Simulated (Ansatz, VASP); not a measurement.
**Two plane-wave programs on Sn**

```
Sn
1.0
     0.00000    3.21164    3.21164
     3.21164    0.00000    3.21164
     3.21164    3.21164    0.00000
Sn
2
Direct
  0.75000 0.75000 0.75000
  0.50000 0.50000 0.50000
```

Alike in both runs: task single point; functional r2SCAN; dispersion D3(BJ); k mesh 7 × 7 × 7; occupations fermi-dirac, width 0.05 eV; no spin polarisation.

|  | VASP | Ansatz |
| --- | --- | --- |
| version | VASP 6.6.1 | Ansatz 0.2.0 |
| potentials or method | VASP PAW PBE potentials, release 64 (Sn_d) | Ansatz PAW |
| plane-wave cutoff (eV) | 520 | 500 |
| valence electrons in the cell | 28 | 28 |

|  | VASP | Ansatz | Ansatz less VASP |
| --- | --- | --- | --- |
| gap on the k mesh at the Fermi level (eV) | none | none | - |
| pressure (GPa) | 2.6 | 2.6 | +0.03 |

VASP's potentials were made for PBE, not for r2SCAN. A gap of «none» marks a metal or a gap that the smearing closes.
